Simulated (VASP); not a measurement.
# Ba3SbS2 (R-3m) in VASP: single point with PBE

Aim: the single point of Ba3SbS2 with PBE.

Program: VASP 6.6.1. These are calculated values, not measurements. Logs are shortened: lines on timing, memory, paths and dates and some standing lists are left out, and cuts for length are marked.

## (1) The cell of the first run

It takes space group R-3m (No. 166, trigonal). The conventional cell has a = 6.107 Å, b = 6.107 Å, c = 21.552 Å, α = 90.00°, β = 90.00°, γ = 120.00°. Ba (site symmetry 3m) has 1 S at 2.53 Å within 3.3 Å. Ba (site symmetry -3m) has 6 S at 3.58 Å and 8 Ba at 4.01 to 4.74 Å within 4.8 Å. Sb (site symmetry -3m) has 6 Ba at 3.55 Å and 8 S at 4.24 to 4.59 Å within 4.7 Å. S (site symmetry 3m) has 1 Ba at 2.53 Å within 3.3 Å.

The cell was generated, and may not be a known phase.

## (2) Single point, PBE

File INCAR:

```
PREC = Accurate ; ENCUT = 500
EDIFF = 1E-6 ; ISMEAR = 0
SIGMA = 0.1 ; LREAL = False
LASPH = True ; NELM = 120
ALGO = Normal ; ISIF = 2
LWAVE = False ; LCHARG = False
GGA = PE ; NBANDS = 38
GGA_COMPAT = False
```

File KPOINTS:

```
Automatic mesh
0
Gamma
  3 3 3
```

File POSCAR:

```
Ba3SbS2
1.0
    3.0534294700      1.7628983300      7.1840173900
   -3.0534294700      1.7628983300      7.1840173900
    0.0000000000     -3.5257966600      7.1840173900
Ba Sb S
3 1 2
Direct
    0.6860436700      0.6860436700      0.6860436700
    0.3139563300      0.3139563300      0.3139563300
    0.5000000000      0.5000000000      0.5000000000
    0.0000000000      0.0000000000      0.0000000000
    0.1966646300      0.1966646300      0.1966646300
    0.8033353700      0.8033353700      0.8033353700
```

Potentials or basis: VASP PAW PBE potentials, release 64 (Ba_sv, Sb_d_GW, S).

Started as:

```bash
$ cat potpaw_PBE.64/Ba_sv/POTCAR potpaw_PBE.64/Sb_d_GW/POTCAR potpaw_PBE.64/S/POTCAR > POTCAR
$ mpirun -np 1 vasp_std > vasp.out
```

OUTCAR:

```text
PREC = Accurate
   ENCUT = 500
   EDIFF = 1E-6
   ISMEAR = 0
   LREAL = False
   LASPH = True
   NELM = 120
   ISIF = 2
   GGA = PE

 ion  position               nearest neighbor table
   1  0.686  0.686  0.686-   6 2.53   4 3.55   4 3.55   4 3.55   2 3.62   2 3.62   2 3.62   3 4.01
                             3 4.74   3 4.74   3 4.74
   2  0.314  0.314  0.314-   5 2.53   4 3.55   4 3.55   4 3.55   1 3.62   1 3.62   1 3.62   3 4.01
                             3 4.74   3 4.74   3 4.74
   3  0.500  0.500  0.500-   5 3.58   5 3.58   6 3.58   6 3.58   5 3.58   6 3.58   2 4.01   1 4.01
                             1 4.74   2 4.74   1 4.74   2 4.74   1 4.74   2 4.74
   4  0.000  0.000  0.000-   1 3.55   1 3.55   2 3.55   2 3.55   1 3.55   2 3.55
   5  0.197  0.197  0.197-   2 2.53   3 3.58   3 3.58   3 3.58
   6  0.803  0.803  0.803-   1 2.53   3 3.58   3 3.58   3 3.58

  LATTYP: Found a trigonal (rhomboedric) cell.
 ALAT       =     8.0025838271
 COS(alpha) =     0.7088308770

  Lattice vectors:

 A1 = (   3.0534294700,   1.7628983300,   7.1840173900)
 A2 = (  -3.0534294700,   1.7628983300,   7.1840173900)
 A3 = (   0.0000000000,  -3.5257966600,   7.1840173900)

Analysis of symmetry for initial positions (statically):
=====================================================================
 Subroutine PRICEL returns:
 Original cell was already a primitive cell.

 Routine SETGRP: Setting up the symmetry group for a
 trigonal (rhombohedral) supercell.

 Subroutine GETGRP returns: Found 12 space group operations
 (whereof 12 operations were pure point group operations)
 out of a pool of 12 trial point group operations.

The static configuration has the point symmetry D_3d.

Analysis of symmetry for dynamics (positions and initial velocities):
=====================================================================
 Subroutine PRICEL returns:
 Original cell was already a primitive cell.

 Routine SETGRP: Setting up the symmetry group for a
 trigonal (rhombohedral) supercell.

 Subroutine GETGRP returns: Found 12 space group operations
 (whereof 12 operations were pure point group operations)
 out of a pool of 12 trial point group operations.

The dynamic configuration has the point symmetry D_3d.

 Subroutine INISYM returns: Found 12 space group operations
 (whereof 12 operations are pure point group operations),
 and found     1 'primitive' translations

----------------------------------------------------------------------------------------

                                     Primitive cell

  volume of cell :     232.0245

  direct lattice vectors                    reciprocal lattice vectors
     3.053429470  1.762898330  7.184017390     0.163750303  0.094541281  0.046399294
    -3.053429470  1.762898330  7.184017390    -0.163750303  0.094541281  0.046399294
     0.000000000 -3.525796660  7.184017390     0.000000000 -0.189082562  0.046399294

  length of vectors
     8.002583827  8.002583827  8.002583829     0.194692347  0.194692347  0.194692347

  position of ions in fractional coordinates (direct lattice)
     0.686043670  0.686043670  0.686043670
     0.313956330  0.313956330  0.313956330
     0.500000000  0.500000000  0.500000000
     0.000000000  0.000000000  0.000000000
     0.196664630  0.196664630  0.196664630
     0.803335370  0.803335370  0.803335370

  ion indices of the primitive-cell ions
   primitive index   ion index
                 1           1
                 2           2
                 3           3
                 4           4
                 5           5
                 6           6

----------------------------------------------------------------------------------------

 KPOINTS: Automatic mesh

Automatic generation of k-mesh.
 Grid dimensions read from file:
 generate k-points for:    3    3    3

 Generating k-lattice:

  Cartesian coordinates                     Fractional coordinates (reciprocal lattice)
     0.054583434  0.031513760  0.015466431     0.333333333 -0.000000000  0.000000000
    -0.054583434  0.031513760  0.015466431    -0.000000000  0.333333333  0.000000000
     0.000000000 -0.063027521  0.015466431     0.000000000  0.000000000  0.333333333

  Length of vectors
     0.064897449  0.064897449  0.064897449

  Shift w.r.t. Gamma in fractional coordinates (k-lattice)
     0.000000000  0.000000000  0.000000000

 Subroutine IBZKPT returns following result:
 ===========================================

 Found      6 irreducible k-points:

 Following reciprocal coordinates:
            Coordinates               Weight
  0.000000  0.000000  0.000000      1.000000
  0.333333 -0.000000 -0.000000      6.000000
  0.333333  0.333333 -0.000000      6.000000
 -0.333333  0.333333  0.000000      6.000000
  0.333333  0.333333  0.333333      2.000000
 -0.333333  0.333333  0.333333      6.000000
   k-points           NKPTS =      6   k-points in BZ     NKDIM =      6   number of bands    NBANDS=     38
   number of dos      NEDOS =    301   number of ions     NIONS =      6
   total plane-waves  NPLWV = 216000
   dimension x,y,z NGX =    60 NGY =   60 NGZ =   60
   dimension x,y,z NGXF=   120 NGYF=  120 NGZF=  120
   ions per type =               3   1   2
   NGX,Y,Z   is equivalent  to a cutoff of  12.46, 12.46, 12.46 a.u.
   NGXF,Y,Z  is equivalent  to a cutoff of  24.93, 24.93, 24.93 a.u.
 SYSTEM =  unknown system
   PREC   = accura    normal or accurate (medium, high low for compatibility)
   ISTART =      0    job   : 0-new  1-cont  2-samecut
   ICHARG =      2    charge: 1-file 2-atom 10-const
   ISPIN  =      1    spin polarized calculation?
   LNONCOLLINEAR =      F non collinear calculations
   LSORBIT =      F    spin-orbit coupling
   LASPH  =      T    aspherical Exc in radial PAW
   ENCUT  =  500.0 eV  36.75 Ry    6.06 a.u.  14.59 14.59 14.59*2*pi/ulx,y,z
   NELM   =    120;   NELMIN=  2; NELMDL= -5     # of ELM steps
   EDIFF  = 0.1E-05   stopping-criterion for ELM
   LREAL  =      F    real-space projection
   EDIFFG = 0.1E-04   stopping-criterion for IOM
   NSW    =      0    number of steps for IOM
   IBRION =     -1    ionic relax: 0-MD 1-quasi-New 2-CG
   NFREE  =      0    steps in history (QN), initial steepest desc. (CG)
   ISIF   =      2    stress and relaxation
   ISYM   =      2    0-nonsym 1-usesym 2-fastsym
   POTIM  = 0.5000    time-step for ionic-motion
   TEBEG  =    0.0;   TEEND  =   0.0 temperature during run
   PSTRESS=    0.0 pullay stress
   NELECT =      57.0000    total number of electrons
   NUPDOWN=      -1.0000    fix difference up-down
   EMIN   =  10.00;   EMAX   =-10.00  energy-range for DOS
   EFERMI =   0.00;   METHOD = LEGACY
   ISMEAR =     0;   SIGMA  =   0.10  broadening in eV -4-tet -1-fermi 0-gaus
   EFERMI_NEDOS =   21; number of points for ismear=-14 and -15
   IALGO  =     38    algorithm
   IMIX   =      4    mixing-type and parameters
     AMIX     =   0.40;   BMIX     =  1.00
     AMIX_MAG =   1.60;   BMIX_MAG =  1.00
  volume/ion in A,a.u.               =      38.67       260.96
  Fermi-wavevector in a.u.,A,eV,Ry     =   1.025310  1.937555 14.303268  1.051261
  Thomas-Fermi vector in A             =   2.159143
   LORBIT       =      0    0 simple, 1 ext, 2 COOP (PROOUT), +10 PAW based schemes
   GGA     = PE    functional components
   LHFCALC =     F    Hartree Fock is set to
   AEXX    =    0.0000 exact exchange contribution
   IVDW    =     0    specifies the selected vdW correction
   LEPSILON=     F    determine dielectric tensor
   LRPA    =     F    only Hartree local field effects (RPA)
 non-spin polarized calculation
 Gauss-broadening in eV      SIGMA  =   0.10
  energy-cutoff  :      500.00
  volume of cell :      232.02
 maximum number of plane-waves:      5907
 NGX is ok and might be reduce to    60
   NGX = 29   NGY = 29   NGZ = 29

 number of electron      57.0000004 magnetization

 Free energy of the ion-electron system (eV)
  ---------------------------------------------------
  ext. energy  EPLUGINS =         0.00000000
  ---------------------------------------------------
  free energy    TOTEN  =       -22.11320991 eV

  energy without entropy =      -22.08899599  energy(sigma->0) =      -22.10110295

 E-fermi :   1.8536     XC(G=0):  -8.2573

 val. band max:        1.8040889377   @ k =   0.3333   0.3333  -0.0000
 cond. band min:       1.8588593605   @ k =   0.3333   0.3333   0.3333
 fundamental gap:      0.0547704229
 Fermi energy:         1.8536076902

 k-point     1 :       0.0000    0.0000    0.0000
  band No.  band energies     occupation
      1     -26.4318      2.00000
      2     -26.0567      2.00000
      3     -25.9978      2.00000
      4     -25.9978      2.00000
      5     -25.8491      2.00000
      6     -25.8491      2.00000
[... 30 lines left out ...]
     37       5.7156      0.00000
     38       5.8557      0.00000

 k-point     2 :       0.3333   -0.0000   -0.0000
  band No.  band energies     occupation
      1     -26.4313      2.00000
      2     -26.0534      2.00000
      3     -25.9980      2.00000
      4     -25.9978      2.00000
      5     -25.8544      2.00000
      6     -25.8490      2.00000
[... 30 lines left out ...]
     37       5.7591      0.00000
     38       6.3137      0.00000

 k-point     3 :       0.3333    0.3333   -0.0000
  band No.  band energies     occupation
      1     -26.4311      2.00000
      2     -26.0534      2.00000
      3     -25.9980      2.00000
      4     -25.9978      2.00000
      5     -25.8543      2.00000
      6     -25.8490      2.00000
[... 30 lines left out ...]
     37       6.3019      0.00000
     38       6.3626      0.00000

 k-point     4 :      -0.3333    0.3333    0.0000
  band No.  band energies     occupation
      1     -26.4309      2.00000
      2     -26.0520      2.00000
      3     -25.9980      2.00000
      4     -25.9980      2.00000
      5     -25.8537      2.00000
      6     -25.8537      2.00000
[... 30 lines left out ...]
     37       5.8141      0.00000
     38       5.8917      0.00000

 k-point     5 :       0.3333    0.3333    0.3333
  band No.  band energies     occupation
      1     -26.4313      2.00000
      2     -26.0567      2.00000
      3     -25.9978      2.00000
      4     -25.9978      2.00000
      5     -25.8491      2.00000
      6     -25.8491      2.00000
[... 30 lines left out ...]
     37       6.4244      0.00000
     38       6.4663      0.00000

 k-point     6 :      -0.3333    0.3333    0.3333
  band No.  band energies     occupation
      1     -26.4309      2.00000
      2     -26.0534      2.00000
      3     -25.9980      2.00000
      4     -25.9978      2.00000
      5     -25.8543      2.00000
      6     -25.8490      2.00000
[... 30 lines left out ...]
     37       6.1641      0.00000
     38       6.4296      0.00000

------------------------ aborting loop because EDIFF is reached ----------------------------------------

  FORCE on cell =-STRESS in cart. coord.  units (eV):
  Direction    XX          YY          ZZ          XY          YZ          ZX
  --------------------------------------------------------------------------------------
  -------------------------------------------------------------------------------------
  Total       -2.2643102     -2.2643102     12.2892495     -0.0000000      0.0000000      0.0000000
  in kB      -15.6355340    -15.6355340     84.8598301     -0.0000000      0.0000000      0.0000000
  external PRESSURE =      17.8629207 kB  Pullay stress =       0.0000000 kB

 VOLUME and BASIS-vectors are now :
 -----------------------------------------------------------------------------
  energy-cutoff  :      500.00
  volume of cell :      232.02
      direct lattice vectors                 reciprocal lattice vectors
     3.053429470  1.762898330  7.184017390     0.163750303  0.094541281  0.046399294
    -3.053429470  1.762898330  7.184017390    -0.163750303  0.094541281  0.046399294
     0.000000000 -3.525796660  7.184017390     0.000000000 -0.189082562  0.046399294

 POSITION                                       TOTAL-FORCE (eV/Angst)
 -----------------------------------------------------------------------------------
      0.00000      0.00000     14.78565         0.000000      0.000000     -1.528843
      0.00000      0.00000      6.76640         0.000000     -0.000000      1.528843
      0.00000      0.00000     10.77603         0.000000     -0.000000      0.000000
      0.00000      0.00000      0.00000        -0.000000      0.000000     -0.000000
      0.00000      0.00000      4.23853         0.000000      0.000000     -1.917768
      0.00000      0.00000     17.31353         0.000000      0.000000      1.917768
 -----------------------------------------------------------------------------------
    total drift:                               -0.000000      0.000000     -0.000000

  FREE ENERGIE OF THE ION-ELECTRON SYSTEM (eV)
  ---------------------------------------------------
  free  energy   TOTEN  =       -22.1132099065 eV

  energy  without entropy=      -22.0889959871  energy(sigma->0) =      -22.10110295
```

Run time: 2.3 min. Hardware: 1 thread of Intel Xeon Platinum 8488C (Sapphire Rapids), shared host; peak memory 0.48 GiB.

What came out:

- Free energy: -22.1132 eV
- Pressure: 1.8 GPa
- Largest force: 1.918 eV/Å
- Band gap on the k mesh: zero (an odd number of electrons rules out a gap without spin polarisation)

Forces on the atoms (eV/Å):
```
Ba   0.000  0.000 -1.529
Ba   0.000  0.000  1.529
Ba   0.000  0.000  0.000
Sb   0.000  0.000  0.000
S    0.000  0.000 -1.918
S    0.000  0.000  1.918
```

Caveat: the k points lie up to 0.41 Å⁻¹ apart, too coarse for converged energies and pressures of a metal; spin-orbit coupling is left out, which moves the levels of the heavy elements; an odd number of electrons without spin polarisation forces a metal; a magnetic or distorted state may lie lower.

The gap in the log of VASP goes by the Fermi energy; the results here count the filled bands.